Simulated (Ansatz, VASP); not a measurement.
**MgO: VASP beside Ansatz**

INCAR

```
SYSTEM = MgO
ALGO = Normal ; EDIFF = 1E-6
ENCUT = 520 ; GGA = RP
ISIF = 2 ; ISMEAR = 0
LASPH = .True. ; LCHARG = .False.
LREAL = .False. ; LWAVE = .False.
NBANDS = 11 ; NELM = 100
PREC = Accurate ; SIGMA = 0.02
```

The input KPOINTS:

```
k-points
0
Gamma
  10 10 10
  0 0 0
```

File POSCAR:

```
MgO
1.0
    2.9380209034      0.0000000000      0.0000000000
   -1.4690104517      2.5444007392      0.0000000000
    0.0000000000      0.0000000000      2.6796800000
Mg O
1 1
Direct
    0.0000000000      0.0000000000      0.0000000000
    0.3333333333      0.6666666667      0.5000000000
```

input.yaml

```yaml
crystal:
  lattice:
    - [2.9380209034, 0.0, 0.0]
    - [-1.4690104517, 2.5444007392, 0.0]
    - [0.0, 0.0, 2.67968]
  atoms:
    - { symbol: Mg, position: [0.0, 0.0, 0.0] }
    - { symbol: O, position: [0.3333333333, 0.6666666667, 0.5] }
kpoints:
  mp_grid: { grid: [10, 10, 10] }
scf:
  occupations: { method: gaussian, width: 0.02 }
hamiltonian:
  xc: rpbe
  pseudopotentials: { kind: all_electron, lapw: { basis_error: 0.001 } }
output:
  forces: true
  stress: true
  eigenvalues: true
```

Alike in both runs: task single point; functional RPBE; k mesh 10 × 10 × 10; occupations gaussian, width 0.02 eV; no spin polarisation.

```csv
,VASP,Ansatz
version,VASP 6.6.1,Ansatz 0.2.0
potentials or method,"VASP PAW PBE potentials, release 64 (Mg, O), cutoff 520 eV","all-electron LAPW, scalar-relativistic"
```

```tsv
	VASP	Ansatz	Ansatz less VASP
gap on the k mesh at the Fermi level (eV)	3.10	3.12	+0.019
least direct gap on the mesh (eV)	3.49	3.51	+0.016
pressure (GPa)	3.5	4.2	+0.78
traceless stress, the component that is largest in VASP (GPa)	0.31	0.43	+0.119
```

VASP's potentials were made for PBE, not for RPBE. Ansatz ran all-electron here, and VASP with PAW potentials.
